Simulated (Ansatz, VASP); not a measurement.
**One calculation of TaN, two programs**

```
CELL_PARAMETERS angstrom
2.87802 0.00000 0.00000
-1.43901 2.49244 0.00000
0.00000 0.00000 2.82415
ATOMIC_POSITIONS crystal
Ta 0.33333 0.66667 0.50000
N 0.00000 0.00000 0.00000
```

Change from the starting cell: volume scaled by 0.94, PAW files.

Alike in both runs: task electric field gradients; functional LDA; k mesh 12 × 12 × 10; occupations fermi-dirac, width 0.02 eV; no spin polarisation.

|  | VASP | Ansatz |
| --- | --- | --- |
| version | VASP 6.6.1 | Ansatz 0.2.0 |
| potentials or method | VASP PAW LDA potentials, release 64 (Ta_sv_GW, N) | PAW with Ansatz's default frozen-core files, scalar-relativistic |
| plane-wave cutoff (eV) | 520 | 420 |
| valence electrons in the cell | 18 | 18 |

|  | VASP | Ansatz | Ansatz less VASP |
| --- | --- | --- | --- |
| size of Vzz on the site where it differs most (V/Å²) | 25.6 | 41.2 | +15.69 |

LDA's correlation is that of Perdew and Zunger in VASP and of Perdew and Wang (1992) in Ansatz.

Spin-orbit coupling is off throughout.
